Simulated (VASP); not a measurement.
# Be (Im-3m) in VASP: single point with LDA

Aim: the single point of Be with LDA.

All numbers are computed with VASP 6.6.1; they aren't measurements. Logs are shortened: lines on timing, memory, paths and dates and some standing lists are left out, and cuts for length are marked.

### 1 The cell of the first run

The structure is cubic, space group Im-3m (No. 229). The conventional cell has a = 2.462 Å, b = 2.462 Å, c = 2.462 Å, α = 90.00°, β = 90.00°, γ = 90.00°. Within 2.8 Å of Be (site symmetry m-3m) lie 14 Be at 2.13 to 2.46 Å.

### 2 Single point, LDA

File INCAR:

```
PREC = Accurate
ENCUT = 520
EDIFF = 1E-6
ISMEAR = -1
SIGMA = 0.13605693000000002
LREAL = False
LASPH = True
NELM = 80
ALGO = Normal
ISIF = 2
LWAVE = False
LCHARG = True
GGA = CA
LELF = True
LVHAR = True
NBANDS = 7
```

File KPOINTS:

```
Automatic mesh
0
Gamma
  18 18 18
```

File POSCAR:

```
Be
1.0
   -1.2310749191      1.2310749191      1.2310749191
    1.2310749191     -1.2310749191      1.2310749191
    1.2310749191      1.2310749191     -1.2310749191
Be
1
Direct
    0.0000000000      0.0000000000      0.0000000000
```

Potentials or basis: VASP PAW LDA potentials, release 64 (Be).

The run is started by

```console
$ cat potpaw_LDA.64/Be/POTCAR > POTCAR
$ mpirun -np 1 vasp_std > vasp.out
```

OUTCAR:

```text
PREC = Accurate
   ENCUT = 520
   EDIFF = 1E-6
   ISMEAR = -1
   LREAL = False
   LASPH = True
   NELM = 80
   ISIF = 2
   GGA = CA

 ion  position               nearest neighbor table
   1  0.000  0.000  0.000-

  LATTYP: Found a body centered cubic cell.
 ALAT       =     2.4621498382

  Lattice vectors:

 A1 = (  -1.2310749191,   1.2310749191,   1.2310749191)
 A2 = (   1.2310749191,  -1.2310749191,   1.2310749191)
 A3 = (   1.2310749191,   1.2310749191,  -1.2310749191)

Analysis of symmetry for initial positions (statically):
=====================================================================
 Subroutine PRICEL returns:
 Original cell was already a primitive cell.

 Routine SETGRP: Setting up the symmetry group for a
 body centered cubic supercell.

 Subroutine GETGRP returns: Found 48 space group operations
 (whereof 48 operations were pure point group operations)
 out of a pool of 48 trial point group operations.

The static configuration has the point symmetry O_h .

Analysis of symmetry for dynamics (positions and initial velocities):
=====================================================================
 Subroutine PRICEL returns:
 Original cell was already a primitive cell.

 Routine SETGRP: Setting up the symmetry group for a
 body centered cubic supercell.

 Subroutine GETGRP returns: Found 48 space group operations
 (whereof 48 operations were pure point group operations)
 out of a pool of 48 trial point group operations.

The dynamic configuration has the point symmetry O_h .

 Subroutine INISYM returns: Found 48 space group operations
 (whereof 48 operations are pure point group operations),
 and found     1 'primitive' translations

----------------------------------------------------------------------------------------

                                     Primitive cell

  volume of cell :       7.4630

  direct lattice vectors                    reciprocal lattice vectors
    -1.231074919  1.231074919  1.231074919     0.000000000  0.406149124  0.406149124
     1.231074919 -1.231074919  1.231074919     0.406149124  0.000000000  0.406149124
     1.231074919  1.231074919 -1.231074919     0.406149124  0.406149124  0.000000000

  length of vectors
     2.132284308  2.132284308  2.132284308     0.574381600  0.574381600  0.574381600

  position of ions in fractional coordinates (direct lattice)
     0.000000000  0.000000000  0.000000000

  ion indices of the primitive-cell ions
   primitive index   ion index
                 1           1

----------------------------------------------------------------------------------------

 KPOINTS: Automatic mesh

Automatic generation of k-mesh.
 Grid dimensions read from file:
 generate k-points for:   18   18   18

 Generating k-lattice:

  Cartesian coordinates                     Fractional coordinates (reciprocal lattice)
     0.000000000  0.022563840  0.022563840     0.055555556  0.000000000  0.000000000
     0.022563840  0.000000000  0.022563840     0.000000000  0.055555556  0.000000000
     0.022563840  0.022563840  0.000000000     0.000000000  0.000000000  0.055555556

  Length of vectors
     0.031910089  0.031910089  0.031910089

  Shift w.r.t. Gamma in fractional coordinates (k-lattice)
     0.000000000  0.000000000  0.000000000

 Subroutine IBZKPT returns following result:
 ===========================================

 Found    195 irreducible k-points:

 Following reciprocal coordinates:
            Coordinates               Weight
  0.000000  0.000000  0.000000      1.000000
  0.055556  0.000000  0.000000     12.000000
  0.111111  0.000000  0.000000     12.000000
  0.166667  0.000000  0.000000     12.000000
  0.222222  0.000000  0.000000     12.000000
  0.277778  0.000000  0.000000     12.000000
[... 16 lines left out ...]
  0.333333  0.111111 -0.000000     48.000000
  0.388889  0.111111  0.000000     48.000000
 [... further k-points ...]
   k-points           NKPTS =    195   k-points in BZ     NKDIM =    195   number of bands    NBANDS=      7
   number of dos      NEDOS =    301   number of ions     NIONS =      1
   total plane-waves  NPLWV =   4096
   dimension x,y,z NGX =    16 NGY =   16 NGZ =   16
   dimension x,y,z NGXF=    32 NGYF=   32 NGZF=   32
   ions per type =               1
   NGX,Y,Z   is equivalent  to a cutoff of  12.47, 12.47, 12.47 a.u.
   NGXF,Y,Z  is equivalent  to a cutoff of  24.95, 24.95, 24.95 a.u.
 SYSTEM =  unknown system
   PREC   = accura    normal or accurate (medium, high low for compatibility)
   ISTART =      0    job   : 0-new  1-cont  2-samecut
   ICHARG =      2    charge: 1-file 2-atom 10-const
   ISPIN  =      1    spin polarized calculation?
   LNONCOLLINEAR =      F non collinear calculations
   LSORBIT =      F    spin-orbit coupling
   LASPH  =      T    aspherical Exc in radial PAW
   ENCUT  =  520.0 eV  38.22 Ry    6.18 a.u.   3.96  3.96  3.96*2*pi/ulx,y,z
   NELM   =     80;   NELMIN=  2; NELMDL= -5     # of ELM steps
   EDIFF  = 0.1E-05   stopping-criterion for ELM
   LREAL  =      F    real-space projection
   EDIFFG = 0.1E-04   stopping-criterion for IOM
   NSW    =      0    number of steps for IOM
   IBRION =     -1    ionic relax: 0-MD 1-quasi-New 2-CG
   NFREE  =      0    steps in history (QN), initial steepest desc. (CG)
   ISIF   =      2    stress and relaxation
   ISYM   =      2    0-nonsym 1-usesym 2-fastsym
   POTIM  = 0.5000    time-step for ionic-motion
   TEBEG  =    0.0;   TEEND  =   0.0 temperature during run
   PSTRESS=    0.0 pullay stress
   NELECT =       2.0000    total number of electrons
   NUPDOWN=      -1.0000    fix difference up-down
   EMIN   =  10.00;   EMAX   =-10.00  energy-range for DOS
   EFERMI =   0.00;   METHOD = LEGACY
   ISMEAR =    -1;   SIGMA  =   0.14  broadening in eV -4-tet -1-fermi 0-gaus
   EFERMI_NEDOS =   21; number of points for ismear=-14 and -15
   IALGO  =     38    algorithm
   IMIX   =      4    mixing-type and parameters
     AMIX     =   0.40;   BMIX     =  1.00
     AMIX_MAG =   1.60;   BMIX_MAG =  1.00
  volume/ion in A,a.u.               =       7.46        50.36
  Fermi-wavevector in a.u.,A,eV,Ry     =   1.055473  1.994554 15.157199  1.114023
  Thomas-Fermi vector in A             =   2.190672
   LORBIT       =      0    0 simple, 1 ext, 2 COOP (PROOUT), +10 PAW based schemes
   GGA     = CA    functional components
   LHFCALC =     F    Hartree Fock is set to
   AEXX    =    0.0000 exact exchange contribution
   IVDW    =     0    specifies the selected vdW correction
   LEPSILON=     F    determine dielectric tensor
   LRPA    =     F    only Hartree local field effects (RPA)
 non-spin polarized calculation
  energy-cutoff  :      520.00
  volume of cell :        7.46
 maximum number of plane-waves:       212
   NGX =  7   NGY =  7   NGZ =  7

 number of electron       2.0000000 magnetization

 Free energy of the ion-electron system (eV)
  ---------------------------------------------------
  ext. energy  EPLUGINS =         0.00000000
  ---------------------------------------------------
  free energy    TOTEN  =        -4.11711275 eV

  energy without entropy =       -4.10952458  energy(sigma->0) =       -4.11331867

 E-fermi :   8.1163     XC(G=0): -10.8191

 val. band max:        8.0421975612   @ k =   0.2778   0.2778   0.1111
 cond. band min:       8.1539437380   @ k =  -0.4444  -0.4444   0.2778
 fundamental gap:      0.1117461768
 Fermi energy:         8.1162588601

 k-point     1 :       0.0000    0.0000    0.0000
  band No.  band energies     occupation
      1      -4.2692      2.00000
      2      27.9605      0.00000
      3      27.9605      0.00000
      4      27.9605      0.00000
      5      39.9198      0.00000
      6      39.9198      0.00000
      7      39.9198      0.00000

 k-point     2 :       0.0556    0.0000    0.0000
  band No.  band energies     occupation
      1      -4.1608      2.00000
      2      27.4291      0.00000
      3      27.5169      0.00000
      4      27.8323      0.00000
      5      38.4412      0.00000
      6      38.5990      0.00000
      7      40.6585      0.00000

 k-point     3 :       0.1111    0.0000    0.0000
  band No.  band energies     occupation
      1      -3.8354      2.00000
      2      25.7901      0.00000
      3      26.4415      0.00000
      4      27.4595      0.00000
      5      36.1933      0.00000
      6      36.5601      0.00000
      7      40.4635      0.00000

 k-point     4 :       0.1667    0.0000    0.0000
  band No.  band energies     occupation
      1      -3.2927      2.00000
      2      23.2169      0.00000
      3      25.1442      0.00000
      4      26.8880      0.00000
      5      34.6646      0.00000
      6      34.9420      0.00000
      7      40.1277      0.00000

 k-point     5 :       0.2222    0.0000    0.0000
  band No.  band energies     occupation
      1      -2.5338      2.00000
      2      20.1962      0.00000
      3      23.8773      0.00000
      4      26.2035      0.00000
      5      33.0279      0.00000
      6      34.4741      0.00000
      7      40.3709      0.00000
[... 161 lines left out ...]
 k-point    22 :       0.2778    0.1111   -0.0000
  band No.  band energies     occupation
      1      -0.0617      2.00000
      2      14.3089      0.00000
      3      20.1860      0.00000
      4      23.2598      0.00000
      5      33.6541      0.00000
      6      34.9083      0.00000
      7      42.5137      0.00000

 k-point    23 :       0.3333    0.1111   -0.0000
  band No.  band energies     occupation
      1       1.2482      2.00000
      2      11.7290      0.00000
      3      19.5683      0.00000
      4      22.6979      0.00000
      5      33.1864      0.00000
      6      35.4365      0.00000
      7      43.7430      0.00000

 k-point    24 :       0.3889    0.1111    0.0000
  band No.  band energies     occupation
      1       2.5148      2.00000
      2       9.6855      0.00002
      3      19.1930      0.00000
      4      22.3502      0.00000
      5      32.8828      0.00000
      6      35.9038      0.00000
      7      44.9871      0.00000

 [... further k-points ...]
[... 5 lines left out ...]
  --------------------------------------------------------------------------------------
  -------------------------------------------------------------------------------------
  Total        0.0198691      0.0198691      0.0198691      0.0000000      0.0000000      0.0000000
  in kB        4.2655512      4.2655512      4.2655512      0.0000000      0.0000000      0.0000000
  external PRESSURE =       4.2655512 kB  Pullay stress =       0.0000000 kB

 VOLUME and BASIS-vectors are now :
 -----------------------------------------------------------------------------
  energy-cutoff  :      520.00
  volume of cell :        7.46
      direct lattice vectors                 reciprocal lattice vectors
    -1.231074919  1.231074919  1.231074919     0.000000000  0.406149124  0.406149124
     1.231074919 -1.231074919  1.231074919     0.406149124  0.000000000  0.406149124
     1.231074919  1.231074919 -1.231074919     0.406149124  0.406149124  0.000000000

 POSITION                                       TOTAL-FORCE (eV/Angst)
 -----------------------------------------------------------------------------------
      0.00000      0.00000      0.00000         0.000000     -0.000000     -0.000000
 -----------------------------------------------------------------------------------
    total drift:                               -0.000000     -0.000000     -0.000000

  FREE ENERGIE OF THE ION-ELECTRON SYSTEM (eV)
  ---------------------------------------------------
  free  energy   TOTEN  =        -4.1171127498 eV

  energy  without entropy=       -4.1095245803  energy(sigma->0) =       -4.11331867
```

Wall time 4.3 s (1 thread of Intel Xeon 6975P-C, shared host); peak memory 0.11 GiB.

What came out:

| Quantity | Value |
| --- | --- |
| Free energy | -4.1171 eV |
| Pressure | 0.4 GPa |
| Band gap on the k mesh | zero (band 1 reaches 12.16 eV, above the bottom of band 2 at 6.69 eV) |
